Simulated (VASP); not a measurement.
# Sb (Fd-3m) in VASP: a series of runs, part 2 of 2

VASP 6.6.1. The steps go on from the part before.

## (4) Single point, PBEsol (volume scaled by 1.08)

File INCAR:

```
SYSTEM = Sb
PREC = Accurate
ENCUT = 520
EDIFF = 1E-6
ISMEAR = -1
SIGMA = 0.1
LREAL = .FALSE.
LASPH = .TRUE.
NELM = 100
ALGO = Normal
ISIF = 2
LWAVE = .FALSE.
LCHARG = .FALSE.
GGA = PS
NBANDS = 12
```

File KPOINTS:

```
Automatic mesh
0
G
  9 9 9
  0 0 0
```

File POSCAR:

```
Sb
1.0
    0.0000000000      3.5292777386      3.5292777386
    3.5292777386      0.0000000000      3.5292777386
    3.5292777386      3.5292777386      0.0000000000
Sb
2
Direct
    0.1250000000      0.1250000000      0.1250000000
    0.8750000000      0.8750000000      0.8750000000
```

Potentials or basis: VASP PAW PBE potentials, release 64 (Sb).

Command:

```sh
cat potpaw_PBE.64/Sb/POTCAR > POTCAR
mpirun -np 1 vasp_std > vasp.out
```

OUTCAR:

```text
SYSTEM = Sb
   PREC = Accurate
   ENCUT = 520
   EDIFF = 1E-6
   ISMEAR = -1
   LREAL = .FALSE.
   LASPH = .TRUE.
   NELM = 100
   ISIF = 2
   GGA = PS

 ion  position               nearest neighbor table
   1  0.125  0.125  0.125-   2 3.06   2 3.06   2 3.06   2 3.06
   2  0.875  0.875  0.875-   1 3.06   1 3.06   1 3.06   1 3.06

  LATTYP: Found a face centered cubic cell.
 ALAT       =     7.0585554772

  Lattice vectors:

[... 548 lines left out ...]

------------------------ aborting loop because EDIFF is reached ----------------------------------------

  FORCE on cell =-STRESS in cart. coord.  units (eV):
  Direction    XX          YY          ZZ          XY          YZ          ZX
  --------------------------------------------------------------------------------------
  -------------------------------------------------------------------------------------
  Total       -1.2526780     -1.2526780     -1.2526780      0.0000000      0.0000000     -0.0000000
  in kB      -22.8277202    -22.8277202    -22.8277202      0.0000000      0.0000000     -0.0000000
  external PRESSURE =     -22.8277202 kB  Pullay stress =       0.0000000 kB

 VOLUME and BASIS-vectors are now :
 -----------------------------------------------------------------------------
  energy-cutoff  :      520.00
  volume of cell :       87.92
      direct lattice vectors                 reciprocal lattice vectors
     0.000000000  3.529277739  3.529277739    -0.141672047  0.141672047  0.141672047
     3.529277739  0.000000000  3.529277739     0.141672047 -0.141672047  0.141672047
     3.529277739  3.529277739  0.000000000     0.141672047  0.141672047 -0.141672047

 POSITION                                       TOTAL-FORCE (eV/Angst)
 -----------------------------------------------------------------------------------
      0.88232      0.88232      0.88232         0.000000      0.000000      0.000000
      6.17624      6.17624      6.17624        -0.000000     -0.000000     -0.000000
 -----------------------------------------------------------------------------------
    total drift:                                0.000000     -0.000000     -0.000000

  FREE ENERGIE OF THE ION-ELECTRON SYSTEM (eV)
  ---------------------------------------------------
  free  energy   TOTEN  =        -8.2918797897 eV

  energy  without entropy=       -8.2442796700  energy(sigma->0) =       -8.26807973
```

OSZICAR:

```text
N       E                     dE             d eps       ncg     rms          rms(c)
DAV:   1     0.317138166305E+02    0.31714E+02   -0.32413E+03   840   0.623E+02
DAV:   2    -0.591213521818E+01   -0.37626E+02   -0.36321E+02  1092   0.954E+01
DAV:   3    -0.828531302720E+01   -0.23732E+01   -0.23208E+01  1060   0.262E+01
DAV:   4    -0.832009117274E+01   -0.34778E-01   -0.34770E-01   912   0.362E+00
DAV:   5    -0.832072864398E+01   -0.63747E-03   -0.63747E-03  1052   0.573E-01    0.227E+00
DAV:   6    -0.830229449613E+01    0.18434E-01   -0.67156E-03   904   0.410E-01    0.134E+00
DAV:   7    -0.829166486843E+01    0.10630E-01   -0.15716E-02   908   0.617E-01    0.548E-02
DAV:   8    -0.829184852964E+01   -0.18366E-03   -0.60032E-04   872   0.149E-01    0.186E-02
DAV:   9    -0.829187562005E+01   -0.27090E-04   -0.32592E-05  1012   0.337E-02    0.741E-03
DAV:  10    -0.829187861626E+01   -0.29962E-05   -0.29981E-06   912   0.960E-03    0.392E-03
DAV:  11    -0.829187973577E+01   -0.11195E-05   -0.14769E-06   912   0.585E-03    0.459E-04
DAV:  12    -0.829187978970E+01   -0.53929E-07   -0.33026E-08   468   0.113E-03
   1 F= -.82918798E+01 E0= -.82680797E+01  d E =-.476001E-01
```

stdout:

```text
POSCAR found type information on POSCAR Sb
 POSCAR found :  1 types and       2 ions
 scaLAPACK will be used
 -----------------------------------------------------------------------------
|                                                                             |
|                                                                             |
|     You enforced a specific xc type in the INCAR file but a different       |
|     I HOPE YOU KNOW WHAT YOU ARE DOING!                                     |
|                                                                             |
 -----------------------------------------------------------------------------

 LDA part: xc-table for (Slater+PW92), standard interpolation
 POSCAR, INCAR and KPOINTS ok, starting setup
 FFT: planning ... GRIDC
 FFT: planning ... GRID_SOFT
 FFT: planning ... GRID
 WAVECAR not read
 entering main loop
```

Wall time 13 s (1 thread of Intel Xeon 6975P-C (Granite Rapids), shared host); peak memory 0.24 GiB.

What came out:

```yaml
Free_energy: -8.2919 eV
Pressure: -2.3 GPa
Band_gap_on_the_k_mesh: zero (band 5 reaches 3.82 eV, above the bottom of band 6 at 3.09 eV)
```

Caveat: the PAW data sets were made with another functional, which shifts forces and pressure a little; spin-orbit coupling is left out, which moves the levels of the heavy elements.

## (5) Single point, PBEsol (volume scaled by 1.12)

File INCAR:

```
PREC = Accurate
ENCUT = 520
EDIFF = 1E-6
ISMEAR = -1
SIGMA = 0.1
LREAL = F
LASPH = T
NELM = 60
ALGO = Normal
ISIF = 2
LWAVE = F
LCHARG = T
GGA = PS
LELF = T
LVHAR = T
NBANDS = 12
```

File KPOINTS:

```
Automatic mesh
0
Gamma
  9 9 9
```

File POSCAR:

```
Sb
1.0
    0.0000000000      3.5723219533      3.5723219533
    3.5723219533      0.0000000000      3.5723219533
    3.5723219533      3.5723219533      0.0000000000
Sb
2
Direct
    0.1250000000      0.1250000000      0.1250000000
    0.8750000000      0.8750000000      0.8750000000
```

Command:

```sh
cat potpaw_PBE.64/Sb/POTCAR > POTCAR
mpirun -np 1 vasp_std > vasp.out
```

It took 14 s on 1 thread of Intel Xeon 6975P-C (Granite Rapids), shared host; peak memory 0.24 GiB.

The run converged. Its results:

| Property | Result |
| --- | --- |
| Free energy | -8.2365 eV |
| Pressure | -3.1 GPa |
| Band gap on the k mesh | zero (band 5 reaches 3.46 eV, above the bottom of band 6 at 2.80 eV) |

Levels at points of the mesh, in eV from the Fermi level:
| k point | band 1 | band 2 | band 3 | band 4 | band 5 | band 6 | band 7 | band 8 | band 9 | band 10 |
| --- | --- | --- | --- | --- | --- | --- | --- | --- | --- | --- |
| (0.00, 0.00, 0.00) | -11.04 | -5.65 | -1.60 | -1.60 | -1.60 | 0.60 | 0.60 | 0.60 | 3.86 | 6.35 |

Caveat: the PAW data sets were made with another functional, which shifts forces and pressure a little; spin-orbit coupling is left out, which moves the levels of the heavy elements.

## (6) Single point, PBEsol

File INCAR:

```
SYSTEM = Sb
  PREC = Accurate
  ENCUT = 520
  EDIFF = 1E-6
  ISMEAR = -1
  SIGMA = 0.1
  LREAL = .False.
  LASPH = .True.
  NELM = 80
  ALGO = Normal
  ISIF = 2
  LWAVE = .False.
  LCHARG = .False.
  GGA = PS
  NBANDS = 12
```

File KPOINTS:

```
Automatic mesh
0
Gamma
  13 13 13
  0 0 0
```

File POSCAR:

```
Sb
1.0
    0.0000000000      3.4398902370      3.4398902370
    3.4398902370      0.0000000000      3.4398902370
    3.4398902370      3.4398902370      0.0000000000
Sb
2
Direct
    0.1250000000      0.1250000000      0.1250000000
    0.8750000000      0.8750000000      0.8750000000
```

Potentials or basis: VASP PAW PBE potentials, release 64 (Sb).

Command:

```sh
cat potpaw_PBE.64/Sb/POTCAR > POTCAR
mpirun -np 1 vasp_std > vasp.out
```

Run time: 19 s. Hardware: 1 thread of Intel Xeon 6975P-C (Granite Rapids), shared host; peak memory 0.23 GiB.

The run converged. Its results:

```
Free energy            : -8.3500 eV
Pressure               : -0.1 GPa
Band gap on the k mesh : zero (band 5 reaches 4.74 eV, above the bottom of band 6 at 3.69 eV)
```

Levels at points of the mesh, in eV from the Fermi level:
| k point | band 3 | band 4 | band 5 | band 6 | band 7 | band 8 |
| --- | --- | --- | --- | --- | --- | --- |
| (0.00, 0.00, 0.00) | -1.83 | -1.83 | -1.83 | 0.50 | 0.50 | 0.50 |

Caveat: the PAW data sets were made with another functional, which shifts forces and pressure a little; spin-orbit coupling is left out, which moves the levels of the heavy elements.

## (7) Summary

```csv
cell,k mesh,gap on the mesh (eV),pressure (GPa)
"a = 4.865 Å, angles 60.0°, 2 atoms",9 × 9 × 9,none,0.0
"a = 4.929 Å, angles 60.0°, 2 atoms",9 × 9 × 9,none,-1.2
"a = 4.991 Å, angles 60.0°, 2 atoms",9 × 9 × 9,none,-2.3
"a = 5.052 Å, angles 60.0°, 2 atoms",9 × 9 × 9,none,-3.1
"a = 4.865 Å, angles 60.0°, 2 atoms",13 × 13 × 13,none,-0.1
```

Alike in all rows: task single point; level PBEsol; potentials or basis VASP PAW PBE potentials, release 64 (Sb); no spin polarisation; cutoff (eV) 520; smearing fermi-dirac 0.1 eV.

Caveats: the PAW data sets were made with another functional, which shifts forces and pressure a little; spin-orbit coupling is left out, which moves the levels of the heavy elements.

Total energies depend on the potentials used, so only differences within one code and one set of settings carry meaning.
